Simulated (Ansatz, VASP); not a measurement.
**Two plane-wave programs on BaTiO3**

Contents of INCAR:

```
ALGO     = Normal         # electronic algorithm
EDIFF    = 1E-6           # SCF threshold, eV
ENCUT    = 600            # plane-wave cutoff, eV
GGA      = PE             # functional
GGA_COMPAT= F            
ISIF     = 2              # what is computed and relaxed
ISMEAR   = 0              # smearing method
IVDW     = 13             # dispersion correction
LASPH    = T              # aspherical terms in the spheres
LCHARG   = F              # write CHGCAR
LREAL    = F              # projectors in reciprocal space
LWAVE    = F              # write WAVECAR
NBANDS   = 28             # bands
NELM     = 120            # most SCF steps
PREC     = Accurate       # precision mode
SIGMA    = 0.01           # smearing width, eV
```

KPOINTS

```
k-points
0
Gamma
  6 6 6
```

Contents of POSCAR:

```
BaTiO3
1.0
    4.1037370749      0.0000000000      0.0000000000
    0.0000000000      4.1037370749      0.0000000000
    0.0000000000      0.0000000000      4.1224100122
Ba Ti O
1 1 3
Direct
    0.0000000000      0.0000000000      0.0000000000
    0.5000000000      0.5000000000      0.4900000000
    0.5000000000      0.5000000000      0.0190000000
    0.5000000000      0.0000000000      0.5170000000
    0.0000000000      0.5000000000      0.5170000000
```

Input for Ansatz:

```yaml
crystal:
  lattice:
    - [4.103737074910471, 0.0, 0.0]
    - [0.0, 4.103737074910471, 0.0]
    - [0.0, 0.0, 4.122410012248181]
  atoms:
    - { symbol: Ba, position: [0.0, 0.0, 0.0] }
    - { symbol: Ti, position: [0.5, 0.5, 0.49] }
    - { symbol: O, position: [0.5, 0.5, 0.019] }
    - { symbol: O, position: [0.5, 0.0, 0.517] }
    - { symbol: O, position: [0.0, 0.5, 0.517] }
basis:
  ecutwfc: 462.593566181796
kpoints:
  mp_grid:
    grid: [6, 6, 6]
hamiltonian:
  xc: pbe
  dispersion: d4
  pseudopotentials:
    kind: paw
scf:
  occupations:
    method: fixed
output:
  stress: true
```

Alike in both runs: task single point; functional PBE; dispersion D4; k mesh 6 × 6 × 6; no spin polarisation.

|  | VASP | Ansatz |
| --- | --- | --- |
| version | VASP 6.6.1 | Ansatz 0.2.0 |
| potentials or method | VASP PAW PBE potentials, release 64 (Ba_sv, Ti_sv, O), cutoff 600 eV | plane waves, PAW |
| occupations | gaussian, width 0.01 eV | fixed |
| valence electrons in the cell | 40 | 40 |

Ansatz gave:

* pressure (GPa): -11.1
* traceless stress, the component that is largest in VASP (GPa): 0.42

Question: Estimate VASP's values.

Answer: Pressure (GPa): -9.9; traceless stress, the component that is largest in VASP (GPa): 0.44.

Neither program's run includes spin-orbit coupling.
